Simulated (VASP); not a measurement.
# KBr (Fm-3m) in VASP: a series of runs

KBr is run at these levels: PBE; tasks: single point.

Everything below comes from runs of VASP 6.6.1. Logs are shortened: lines on timing, memory, paths and dates and some standing lists are left out, and cuts for length are marked.

## (1) The cell of the first run

Symmetry: Fm-3m, No. 225, cubic system. The conventional cell has a = 6.633 Å, b = 6.633 Å, c = 6.633 Å, α = 90.00°, β = 90.00°, γ = 90.00°. K (site symmetry m-3m) has 6 Br at 3.32 Å within 4.4 Å. Within 4.4 Å of Br (site symmetry m-3m) lie 6 K at 3.32 Å.

## (2) Single point, PBE (volume scaled by 0.97)

Contents of INCAR:

```
SYSTEM = KBr
ALGO = Normal
EDIFF = 1E-6
ENCUT = 520
GGA = PE
ISIF = 2
ISMEAR = 0
LASPH = .TRUE.
LCHARG = .FALSE.
LREAL = .FALSE.
LWAVE = .FALSE.
NBANDS = 15
NELM = 60
PREC = Accurate
SIGMA = 0.02
```

Contents of KPOINTS:

```
k-points
0
G
  6 6 6
  0 0 0
```

Contents of POSCAR:

```
KBr
1.0
    0.0000000000      3.3166026896      3.3166026896
    3.3166026896      0.0000000000      3.3166026896
    3.3166026896      3.3166026896      0.0000000000
K Br
1 1
Direct
    0.0000000000      0.0000000000      0.0000000000
    0.5000000000      0.5000000000      0.5000000000
```

Potentials or basis: VASP PAW PBE potentials, release 64 (K_sv, Br).

On the command line:

```console
> cat potpaw_PBE.64/K_sv/POTCAR potpaw_PBE.64/Br/POTCAR > POTCAR
> mpirun -np 1 vasp_std > vasp.out
```

OUTCAR:

```text
SYSTEM = KBr
   EDIFF = 1E-6
   ENCUT = 520
   GGA = PE
   ISIF = 2
   ISMEAR = 0
   LASPH = .TRUE.
   LREAL = .FALSE.
   NELM = 60
   PREC = Accurate

 ion  position               nearest neighbor table
   1  0.000  0.000  0.000-
   2  0.500  0.500  0.500-

  LATTYP: Found a face centered cubic cell.
 ALAT       =     6.6332053792

  Lattice vectors:

 A1 = (   0.0000000000,   3.3166026896,   3.3166026896)
 A2 = (   3.3166026896,   0.0000000000,   3.3166026896)
 A3 = (   3.3166026896,   3.3166026896,   0.0000000000)

Analysis of symmetry for initial positions (statically):
=====================================================================
 Subroutine PRICEL returns:
 Original cell was already a primitive cell.

 Routine SETGRP: Setting up the symmetry group for a
 face centered cubic supercell.

 Subroutine GETGRP returns: Found 48 space group operations
 (whereof 48 operations were pure point group operations)
 out of a pool of 48 trial point group operations.

The static configuration has the point symmetry O_h .

Analysis of symmetry for dynamics (positions and initial velocities):
=====================================================================
 Subroutine PRICEL returns:
 Original cell was already a primitive cell.

 Routine SETGRP: Setting up the symmetry group for a
 face centered cubic supercell.

 Subroutine GETGRP returns: Found 48 space group operations
 (whereof 48 operations were pure point group operations)
 out of a pool of 48 trial point group operations.

The dynamic configuration has the point symmetry O_h .

 Subroutine INISYM returns: Found 48 space group operations
 (whereof 48 operations are pure point group operations),
 and found     1 'primitive' translations

----------------------------------------------------------------------------------------

                                     Primitive cell

  volume of cell :      72.9643

  direct lattice vectors                    reciprocal lattice vectors
     0.000000000  3.316602690  3.316602690    -0.150756677  0.150756677  0.150756677
     3.316602690  0.000000000  3.316602690     0.150756677 -0.150756677  0.150756677
     3.316602690  3.316602690  0.000000000     0.150756677  0.150756677 -0.150756677

  length of vectors
     4.690384505  4.690384505  4.690384505     0.261118224  0.261118224  0.261118224

  position of ions in fractional coordinates (direct lattice)
     0.000000000  0.000000000  0.000000000
     0.500000000  0.500000000  0.500000000

  ion indices of the primitive-cell ions
   primitive index   ion index
                 1           1
                 2           2

----------------------------------------------------------------------------------------

 KPOINTS: k-points

Automatic generation of k-mesh.
 Grid dimensions read from file:
 generate k-points for:    6    6    6

 Generating k-lattice:

  Cartesian coordinates                     Fractional coordinates (reciprocal lattice)
    -0.025126113  0.025126113  0.025126113     0.166666667  0.000000000  0.000000000
     0.025126113 -0.025126113  0.025126113     0.000000000  0.166666667  0.000000000
     0.025126113  0.025126113 -0.025126113     0.000000000  0.000000000  0.166666667

  Length of vectors
     0.043519704  0.043519704  0.043519704

  Shift w.r.t. Gamma in fractional coordinates (k-lattice)
     0.000000000  0.000000000  0.000000000

 Subroutine IBZKPT returns following result:
 ===========================================

 Found     16 irreducible k-points:

 Following reciprocal coordinates:
            Coordinates               Weight
  0.000000  0.000000  0.000000      1.000000
  0.166667  0.000000  0.000000      8.000000
  0.333333  0.000000  0.000000      8.000000
  0.500000  0.000000  0.000000      4.000000
  0.166667  0.166667  0.000000      6.000000
  0.333333  0.166667  0.000000     24.000000
[... 8 lines left out ...]
 -0.333333  0.333333  0.166667     24.000000
 -0.333333  0.500000  0.166667     12.000000
   k-points           NKPTS =     16   k-points in BZ     NKDIM =     16   number of bands    NBANDS=     15
   number of dos      NEDOS =    301   number of ions     NIONS =      2
   total plane-waves  NPLWV =  46656
   dimension x,y,z NGX =    36 NGY =   36 NGZ =   36
   dimension x,y,z NGXF=    72 NGYF=   72 NGZF=   72
   ions per type =               1   1
   NGX,Y,Z   is equivalent  to a cutoff of  12.76, 12.76, 12.76 a.u.
   NGXF,Y,Z  is equivalent  to a cutoff of  25.52, 25.52, 25.52 a.u.
 SYSTEM =  KBr
   PREC   = accura    normal or accurate (medium, high low for compatibility)
   ISTART =      0    job   : 0-new  1-cont  2-samecut
   ICHARG =      2    charge: 1-file 2-atom 10-const
   ISPIN  =      1    spin polarized calculation?
   LNONCOLLINEAR =      F non collinear calculations
   LSORBIT =      F    spin-orbit coupling
   LASPH  =      T    aspherical Exc in radial PAW
   ENCUT  =  520.0 eV  38.22 Ry    6.18 a.u.   8.72  8.72  8.72*2*pi/ulx,y,z
   NELM   =     60;   NELMIN=  2; NELMDL= -5     # of ELM steps
   EDIFF  = 0.1E-05   stopping-criterion for ELM
   LREAL  =      F    real-space projection
   EDIFFG = 0.1E-04   stopping-criterion for IOM
   NSW    =      0    number of steps for IOM
   IBRION =     -1    ionic relax: 0-MD 1-quasi-New 2-CG
   NFREE  =      0    steps in history (QN), initial steepest desc. (CG)
   ISIF   =      2    stress and relaxation
   ISYM   =      2    0-nonsym 1-usesym 2-fastsym
   POTIM  = 0.5000    time-step for ionic-motion
   TEBEG  =    0.0;   TEEND  =   0.0 temperature during run
   PSTRESS=    0.0 pullay stress
   NELECT =      16.0000    total number of electrons
   NUPDOWN=      -1.0000    fix difference up-down
   EMIN   =  10.00;   EMAX   =-10.00  energy-range for DOS
   EFERMI =   0.00;   METHOD = LEGACY
   ISMEAR =     0;   SIGMA  =   0.02  broadening in eV -4-tet -1-fermi 0-gaus
   EFERMI_NEDOS =   21; number of points for ismear=-14 and -15
   IALGO  =     38    algorithm
   IMIX   =      4    mixing-type and parameters
     AMIX     =   0.40;   BMIX     =  1.00
     AMIX_MAG =   1.60;   BMIX_MAG =  1.00
  volume/ion in A,a.u.               =      36.48       246.19
  Fermi-wavevector in a.u.,A,eV,Ry     =   0.987214  1.865564 13.260127  0.974592
  Thomas-Fermi vector in A             =   2.118652
   LORBIT       =      0    0 simple, 1 ext, 2 COOP (PROOUT), +10 PAW based schemes
   GGA     = PE    functional components
   LHFCALC =     F    Hartree Fock is set to
   AEXX    =    0.0000 exact exchange contribution
   IVDW    =     0    specifies the selected vdW correction
   LEPSILON=     F    determine dielectric tensor
   LRPA    =     F    only Hartree local field effects (RPA)
 non-spin polarized calculation
 Gauss-broadening in eV      SIGMA  =   0.02
  energy-cutoff  :      520.00
  volume of cell :       72.96
 maximum number of plane-waves:      1989
   NGX = 17   NGY = 17   NGZ = 17

 number of electron      15.9999997 magnetization

 Free energy of the ion-electron system (eV)
  ---------------------------------------------------
  ext. energy  EPLUGINS =         0.00000000
  ---------------------------------------------------
  free energy    TOTEN  =        -6.21946790 eV

  energy without entropy =       -6.21946790  energy(sigma->0) =       -6.21946790

 E-fermi :  -1.6009     XC(G=0):  -7.3106

 val. band max:       -1.7997205809   @ k =   0.0000   0.0000   0.0000
 cond. band min:       2.5941487570   @ k =   0.0000   0.0000   0.0000
 fundamental gap:      4.3938693379
 Fermi energy:        -1.6008739090

 k-point     1 :       0.0000    0.0000    0.0000
  band No.  band energies     occupation
      1     -29.6132      2.00000
      2     -14.0738      2.00000
      3     -13.0894      2.00000
      4     -13.0894      2.00000
      5     -13.0894      2.00000
      6      -1.7997      2.00000
      7      -1.7997      2.00000
      8      -1.7997      2.00000
      9       2.5941      0.00000
     10       5.8008      0.00000
     11       5.8008      0.00000
     12       5.8008      0.00000
     13       6.6147      0.00000
     14       6.6147      0.00000
     15       9.7632      0.00000

 k-point     2 :       0.1667    0.0000    0.0000
  band No.  band energies     occupation
      1     -29.6120      2.00000
      2     -14.1242      2.00000
      3     -13.0907      2.00000
      4     -13.0907      2.00000
      5     -13.0223      2.00000
      6      -2.1557      2.00000
      7      -1.8848      2.00000
      8      -1.8848      2.00000
      9       3.2409      0.00000
     10       5.6582      0.00000
     11       6.1205      0.00000
     12       6.1205      0.00000
     13       6.9636      0.00000
     14       6.9636      0.00000
     15      10.6306      0.00000

 k-point     3 :       0.3333    0.0000    0.0000
  band No.  band energies     occupation
      1     -29.6094      2.00000
      2     -14.2102      2.00000
      3     -13.0934      2.00000
      4     -13.0934      2.00000
      5     -12.9023      2.00000
      6      -2.7145      2.00000
      7      -2.0449      2.00000
      8      -2.0449      2.00000
      9       4.3533      0.00000
     10       5.8836      0.00000
     11       6.9749      0.00000
     12       6.9749      0.00000
     13       7.8431      0.00000
     14       7.8431      0.00000
     15       9.6136      0.00000
[... 199 lines left out ...]
 k-point    15 :      -0.3333    0.3333    0.1667
  band No.  band energies     occupation
      1     -29.6069      2.00000
      2     -14.1239      2.00000
      3     -13.1352      2.00000
      4     -13.1228      2.00000
      5     -12.9647      2.00000
      6      -2.6067      2.00000
      7      -2.3154      2.00000
      8      -2.1844      2.00000
      9       5.3831      0.00000
     10       5.7647      0.00000
     11       6.6896      0.00000
     12       7.3065      0.00000
     13       8.4846      0.00000
     14       8.7839      0.00000
     15       9.1634      0.00000

 k-point    16 :      -0.3333    0.5000    0.1667
  band No.  band energies     occupation
      1     -29.6065      2.00000
      2     -14.0529      2.00000
      3     -13.1613      2.00000
      4     -13.1358      2.00000
      5     -13.0254      2.00000
      6      -2.4930      2.00000
      7      -2.2628      2.00000
      8      -2.2387      2.00000
      9       4.7959      0.00000
     10       6.0612      0.00000
     11       6.4569      0.00000
     12       7.3826      0.00000
     13       8.1548      0.00000
     14       8.9423      0.00000
     15       9.4435      0.00000

------------------------ aborting loop because EDIFF is reached ----------------------------------------

  FORCE on cell =-STRESS in cart. coord.  units (eV):
  Direction    XX          YY          ZZ          XY          YZ          ZX
  --------------------------------------------------------------------------------------
  -------------------------------------------------------------------------------------
  Total        0.2318908      0.2318908      0.2318908      0.0000000      0.0000000      0.0000000
  in kB        5.0919448      5.0919448      5.0919448      0.0000000      0.0000000      0.0000000
  external PRESSURE =       5.0919448 kB  Pullay stress =       0.0000000 kB

 VOLUME and BASIS-vectors are now :
 -----------------------------------------------------------------------------
  energy-cutoff  :      520.00
  volume of cell :       72.96
      direct lattice vectors                 reciprocal lattice vectors
     0.000000000  3.316602690  3.316602690    -0.150756677  0.150756677  0.150756677
     3.316602690  0.000000000  3.316602690     0.150756677 -0.150756677  0.150756677
     3.316602690  3.316602690  0.000000000     0.150756677  0.150756677 -0.150756677

 POSITION                                       TOTAL-FORCE (eV/Angst)
 -----------------------------------------------------------------------------------
      0.00000      0.00000      0.00000         0.000000     -0.000000      0.000000
      3.31660      3.31660      3.31660        -0.000000      0.000000     -0.000000
 -----------------------------------------------------------------------------------
    total drift:                                0.000000      0.000000      0.000000

  FREE ENERGIE OF THE ION-ELECTRON SYSTEM (eV)
  ---------------------------------------------------
  free  energy   TOTEN  =        -6.2194678967 eV

  energy  without entropy=       -6.2194678967  energy(sigma->0) =       -6.21946790
```

It took 29 s on 1 thread of Intel Xeon 8259CL, shared host; peak memory 0.21 GiB.

What came out:

```
Free energy            : -6.2195 eV
Pressure               : 0.5 GPa
Band gap on the k mesh : 4.39 eV, direct
```

(Continued in part 2 of 2.)
